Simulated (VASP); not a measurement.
# CdS (P6_3mc) in VASP: further runs

The runs below take CdS through electric field gradients, with LDA.

All numbers are computed with VASP 6.6.1; they aren't measurements. Logs are shortened: lines on timing, memory, paths and dates and some standing lists are left out, and cuts for length are marked.

### 1 The cell of the first run

The structure is hexagonal, space group P6_3mc (No. 186). The conventional cell has a = 4.052 Å, b = 4.052 Å, c = 6.749 Å, α = 90.00°, β = 90.00°, γ = 120.00°. Cd (site symmetry 3m) has 4 S at 2.46 to 2.60 Å within 3.3 Å. Within 3.3 Å of S (site symmetry 3m) lie 4 Cd at 2.46 to 2.60 Å.

### 2 Electric field gradients, LDA (equal xx and yy strain of -2 %)

INCAR reads:

```
PREC = Accurate
ENCUT = 520
EDIFF = 1E-8
ISMEAR = -1
SIGMA = 0.02
LREAL = F
LASPH = T
NELM = 100
ALGO = Normal
ISIF = 2
LWAVE = F
LCHARG = F
LEFG = T
NBANDS = 26
```

KPOINTS reads:

```
Automatic mesh
0
Gamma
  8 8 4
```

POSCAR reads:

```
CdS
1.0
    4.0521032193      0.0000000000      0.0000000000
   -2.0260516097      3.5092243267      0.0000000000
    0.0000000000      0.0000000000      6.7490000000
Cd S
2 2
Direct
    0.3333333333      0.6666666667      0.0000000000
    0.6666666667      0.3333333333      0.5000000000
    0.3333333333      0.6666666667      0.3850000000
    0.6666666667      0.3333333333      0.8850000000
```

Potentials or basis: VASP PAW LDA potentials, release 64 (Cd, S).

Launch:

```console
> cat potpaw_LDA.64/Cd/POTCAR potpaw_LDA.64/S/POTCAR > POTCAR
> mpirun -np 1 vasp_std > vasp.out
```

OUTCAR:

```text
PREC = Accurate
   ENCUT = 520
   EDIFF = 1E-8
   ISMEAR = -1
   LREAL = F
   LASPH = T
   NELM = 100
   ISIF = 2

 ion  position               nearest neighbor table
   1  0.333  0.667  0.000-   4 2.46   4 2.46   4 2.46   3 2.60
   2  0.667  0.333  0.500-   3 2.46   3 2.46   3 2.46   4 2.60
   3  0.333  0.667  0.385-   2 2.46   2 2.46   2 2.46   1 2.60
   4  0.667  0.333  0.885-   1 2.46   1 2.46   1 2.46   2 2.60

  LATTYP: Found a hexagonal cell.
 ALAT       =     4.0521032193
 C/A-ratio  =     1.6655548081

  Lattice vectors:

 A1 = (   4.0521032193,   0.0000000000,   0.0000000000)
 A2 = (  -2.0260516097,   3.5092243267,   0.0000000000)
 A3 = (   0.0000000000,   0.0000000000,   6.7490000000)

Analysis of symmetry for initial positions (statically):
=====================================================================
 Subroutine PRICEL returns:
 Original cell was already a primitive cell.

 Routine SETGRP: Setting up the symmetry group for a
 hexagonal supercell.

 Subroutine GETGRP returns: Found 12 space group operations
 (whereof  6 operations were pure point group operations)
 out of a pool of 24 trial point group operations.

The static configuration has the point symmetry C_3v.
 The point group associated with its full space group is C_6v.

Analysis of symmetry for dynamics (positions and initial velocities):
=====================================================================
 Subroutine PRICEL returns:
 Original cell was already a primitive cell.

 Routine SETGRP: Setting up the symmetry group for a
 hexagonal supercell.

 Subroutine GETGRP returns: Found 12 space group operations
 (whereof  6 operations were pure point group operations)
 out of a pool of 24 trial point group operations.

The dynamic configuration has the point symmetry C_3v.
 The point group associated with its full space group is C_6v.

 Subroutine INISYM returns: Found 12 space group operations
 (whereof  6 operations are pure point group operations),
 and found     1 'primitive' translations

----------------------------------------------------------------------------------------

                                     Primitive cell

  volume of cell :      95.9690

  direct lattice vectors                    reciprocal lattice vectors
     4.052103219  0.000000000  0.000000000     0.246785421  0.142481629  0.000000000
    -2.026051610  3.509224327  0.000000000     0.000000000  0.284963259  0.000000000
     0.000000000  0.000000000  6.749000000     0.000000000  0.000000000  0.148170099

  length of vectors
     4.052103219  4.052103219  6.749000000     0.284963259  0.284963259  0.148170099

  position of ions in fractional coordinates (direct lattice)
     0.333333333  0.666666667  0.000000000
     0.666666667  0.333333333  0.500000000
     0.333333333  0.666666667  0.385000000
     0.666666667  0.333333333  0.885000000

  ion indices of the primitive-cell ions
   primitive index   ion index
                 1           1
                 2           2
                 3           3
                 4           4

----------------------------------------------------------------------------------------

 KPOINTS: Automatic mesh

Automatic generation of k-mesh.
 Grid dimensions read from file:
 generate k-points for:    8    8    4

 Generating k-lattice:

  Cartesian coordinates                     Fractional coordinates (reciprocal lattice)
     0.030848178  0.017810204  0.000000000     0.125000000 -0.000000000  0.000000000
     0.000000000  0.035620407  0.000000000     0.000000000  0.125000000  0.000000000
[... 41 lines left out ...]
   number of dos      NEDOS =    301   number of ions     NIONS =      4
   total plane-waves  NPLWV =  45000
   dimension x,y,z NGX =    30 NGY =   30 NGZ =   50
   dimension x,y,z NGXF=    60 NGYF=   60 NGZF=  100
   ions per type =               2   2
   NGX,Y,Z   is equivalent  to a cutoff of  12.31, 12.31, 12.32 a.u.
   NGXF,Y,Z  is equivalent  to a cutoff of  24.62, 24.62, 24.63 a.u.
 SYSTEM =  unknown system
   PREC   = accura    normal or accurate (medium, high low for compatibility)
   ISTART =      0    job   : 0-new  1-cont  2-samecut
   ICHARG =      2    charge: 1-file 2-atom 10-const
   ISPIN  =      1    spin polarized calculation?
   LNONCOLLINEAR =      F non collinear calculations
   LSORBIT =      F    spin-orbit coupling
   LASPH  =      T    aspherical Exc in radial PAW
   ENCUT  =  520.0 eV  38.22 Ry    6.18 a.u.   7.53  7.53 12.55*2*pi/ulx,y,z
   NELM   =    100;   NELMIN=  2; NELMDL= -5     # of ELM steps
   EDIFF  = 0.1E-07   stopping-criterion for ELM
   LREAL  =      F    real-space projection
   EDIFFG = 0.1E-06   stopping-criterion for IOM
   NSW    =      0    number of steps for IOM
   IBRION =     -1    ionic relax: 0-MD 1-quasi-New 2-CG
   NFREE  =      0    steps in history (QN), initial steepest desc. (CG)
   ISIF   =      2    stress and relaxation
   ISYM   =      2    0-nonsym 1-usesym 2-fastsym
   POTIM  = 0.5000    time-step for ionic-motion
   TEBEG  =    0.0;   TEEND  =   0.0 temperature during run
   PSTRESS=    0.0 pullay stress
   NELECT =      36.0000    total number of electrons
   NUPDOWN=      -1.0000    fix difference up-down
   EMIN   =  10.00;   EMAX   =-10.00  energy-range for DOS
   EFERMI =   0.00;   METHOD = LEGACY
   ISMEAR =    -1;   SIGMA  =   0.02  broadening in eV -4-tet -1-fermi 0-gaus
   EFERMI_NEDOS =   21; number of points for ismear=-14 and -15
   IALGO  =     38    algorithm
   IMIX   =      4    mixing-type and parameters
     AMIX     =   0.40;   BMIX     =  1.00
     AMIX_MAG =   1.60;   BMIX_MAG =  1.00
  volume/ion in A,a.u.               =      23.99       161.91
  Fermi-wavevector in a.u.,A,eV,Ry     =   1.180679  2.231161 18.966573  1.394004
  Thomas-Fermi vector in A             =   2.316967
   LORBIT       =      0    0 simple, 1 ext, 2 COOP (PROOUT), +10 PAW based schemes
   GGA     = CA    functional components
   LHFCALC =     F    Hartree Fock is set to
   AEXX    =    0.0000 exact exchange contribution
   IVDW    =     0    specifies the selected vdW correction
   LEPSILON=     F    determine dielectric tensor
   LRPA    =     F    only Hartree local field effects (RPA)
 non-spin polarized calculation
  energy-cutoff  :      520.00
  volume of cell :       95.97
 maximum number of plane-waves:      2613
   NGX = 15   NGY = 15   NGZ = 25

 number of electron      36.0000013 magnetization

 Free energy of the ion-electron system (eV)
  ---------------------------------------------------
  ext. energy  EPLUGINS =         0.00000000
  ---------------------------------------------------
  free energy    TOTEN  =       -14.77129090 eV

  energy without entropy =      -14.77129090  energy(sigma->0) =      -14.77129090

 E-fermi :   1.8260     XC(G=0):  -9.7309

 val. band max:        1.4446118102   @ k =   0.0000   0.0000   0.0000
 cond. band min:       2.4830600030   @ k =   0.0000   0.0000   0.0000
 fundamental gap:      1.0384481929
 Fermi energy:         1.8260294747

 k-point     1 :       0.0000    0.0000    0.0000
  band No.  band energies     occupation
      1     -11.1648      2.00000
      2     -10.7207      2.00000
      3      -6.5128      2.00000
      4      -6.5128      2.00000
      5      -6.4429      2.00000
      6      -6.4429      2.00000
[... 685 lines left out ...]
     25       9.7630      0.00000
     26       9.7630      0.00000

 [... further k-points ...]

------------------------ aborting loop because EDIFF is reached ----------------------------------------

  FORCE on cell =-STRESS in cart. coord.  units (eV):
  Direction    XX          YY          ZZ          XY          YZ          ZX
  --------------------------------------------------------------------------------------
  -------------------------------------------------------------------------------------
  Total        1.2074302      1.2074302     -1.5421545     -0.0000000      0.0000000     -0.0000000
  in kB       20.1577267     20.1577267    -25.7458604     -0.0000000      0.0000000     -0.0000000
  external PRESSURE =       4.8565310 kB  Pullay stress =       0.0000000 kB

 VOLUME and BASIS-vectors are now :
 -----------------------------------------------------------------------------
  energy-cutoff  :      520.00
  volume of cell :       95.97
      direct lattice vectors                 reciprocal lattice vectors
     4.052103219  0.000000000  0.000000000     0.246785421  0.142481629  0.000000000
    -2.026051610  3.509224327  0.000000000     0.000000000  0.284963259  0.000000000
     0.000000000  0.000000000  6.749000000     0.000000000  0.000000000  0.148170099

 POSITION                                       TOTAL-FORCE (eV/Angst)
 -----------------------------------------------------------------------------------
     -0.00000      2.33948      0.00000         0.000000     -0.000000      0.418375
      2.02605      1.16974      3.37450        -0.000000     -0.000000      0.418375
     -0.00000      2.33948      2.59836        -0.000000      0.000000     -0.418375
      2.02605      1.16974      5.97286         0.000000     -0.000000     -0.418375
 -----------------------------------------------------------------------------------
    total drift:                               -0.000000     -0.000000      0.000024

  FREE ENERGIE OF THE ION-ELECTRON SYSTEM (eV)
  ---------------------------------------------------
  free  energy   TOTEN  =       -14.7712909005 eV

  energy  without entropy=      -14.7712909005  energy(sigma->0) =      -14.77129090

 Electric field gradients (V/A^2)
---------------------------------------------------------------------
 ion       V_xx      V_yy      V_zz      V_xy      V_xz      V_yz
---------------------------------------------------------------------
   1     -27.209   -27.207    54.415     0.001     0.000    -0.000
   2     -27.209   -27.207    54.415     0.001    -0.000     0.000
   3       1.603     1.603    -3.206     0.001     0.000    -0.000
   4       1.603     1.603    -3.206     0.001    -0.000     0.000
---------------------------------------------------------------------

 Electric field gradients after diagonalization (V/A^2)
 (convention: |V_zz| > |V_xx| > |V_yy|)
----------------------------------------------------------------------
 ion       V_xx      V_yy      V_zz     asymmetry (V_yy - V_xx)/ V_zz
----------------------------------------------------------------------
   1     -27.209   -27.206    54.415       0.000
   2     -27.209   -27.206    54.415       0.000
   3       1.604     1.602    -3.206       0.000
   4       1.604     1.602    -3.206       0.000
----------------------------------------------------------------------

           NMR quadrupolar parameters

 Cq : quadrupolar parameter    Cq=e*Q*V_zz/h
 eta: asymmetry parameters     (V_yy - V_xx)/ V_zz
 Q  : nuclear electric quadrupole moment in mb (millibarn)
----------------------------------------------------------------------
 ion       Cq(MHz)       eta       Q (mb)
----------------------------------------------------------------------
   1       0.132       0.000       1.000
   2       0.132       0.000       1.000
   3      -0.008       0.000       1.000
   4      -0.008       0.000       1.000
----------------------------------------------------------------------
```

It took 2.1 min on 1 thread of Intel Xeon 8259CL, shared host; peak memory 0.21 GiB.

Results:

```
Free energy                             : -14.7713 eV
Pressure                                : 0.5 GPa
Largest force                           : 0.418 eV/Å
Band gap on the k mesh                  : 1.04 eV
Largest electric field gradient by atom : Cd +54.4; S -3.2 V/Å²
```

Forces in eV/Å, atoms in the order of the input:
```
Cd   0.000  0.000  0.418
Cd   0.000  0.000  0.418
S    0.000  0.000 -0.418
S    0.000  0.000 -0.418
```

Electric field gradients, principal values (V/Å²):
```tsv
atom	least	middle	greatest (by size)
1 Cd	-27.206	-27.209	54.415
2 Cd	-27.206	-27.209	54.415
3 S	1.602	1.604	-3.206
4 S	1.602	1.604	-3.206
```

Caveat: the cell differs from its parent crystal (equal xx and yy strain of -2 %); without QUAD_EFG the Cq values of the log hold for a quadrupole moment of 1 mb, not for the nuclei.

(Part 1 of 2 ends here.)
